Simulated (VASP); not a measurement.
## Si: single point with PBE

Si:

```
Si
1.0
     0.00000    2.74229    2.45873
     2.74229    0.00000    2.45873
     2.74229    2.74229    0.00000
Si
2
Direct
  0.50000 0.50000 0.50000
  0.75000 0.75000 0.75000
```

This cell differs from its parent crystal: volume 18.490 Å^3 an atom, c/a of the conventional cell 0.8966.

```json
{"Program": "VASP 6.6.1", "Task": "single point", "Functional": "PBE", "Potentials or basis": "VASP PAW PBE potentials, release 64 (Si)", "Cutoff": "520 eV", "k mesh": "10 × 10 × 10", "Occupations": "gaussian, width 0.05 eV", "Spin": "no spin polarisation"}
```

- Pressure: 10.3 GPa
- Band gap on the k mesh: zero (band 4 reaches 7.15 eV, above the bottom of band 5 at 6.43 eV)

Stress tensor (GPa, compression positive):
```
 7.86  0.00  0.00
 0.00  7.86  0.00
 0.00  0.00 15.14
```

Levels at points of the mesh, in eV from the Fermi level:
```tsv
k point	band 1	band 2	band 3	band 4	band 5	band 6	band 7	band 8
(0.00, 0.00, 0.00)	-12.59	-0.29	-0.29	0.41	2.33	2.73	2.73	4.12
(0.50, 0.00, 0.00)	-10.03	-7.42	-1.84	-0.83	1.37	2.78	4.15	7.92
(0.50, 0.50, 0.00)	-7.66	-7.66	-3.69	-3.69	-0.10	-0.10	10.53	10.53
(0.50, 0.00, 0.50)	-8.37	-8.37	-2.78	-2.78	0.82	0.82	9.53	9.53
```

It took 39 s on 1 thread of Intel Xeon 8259CL (shared host), peak memory 0.17 GiB.
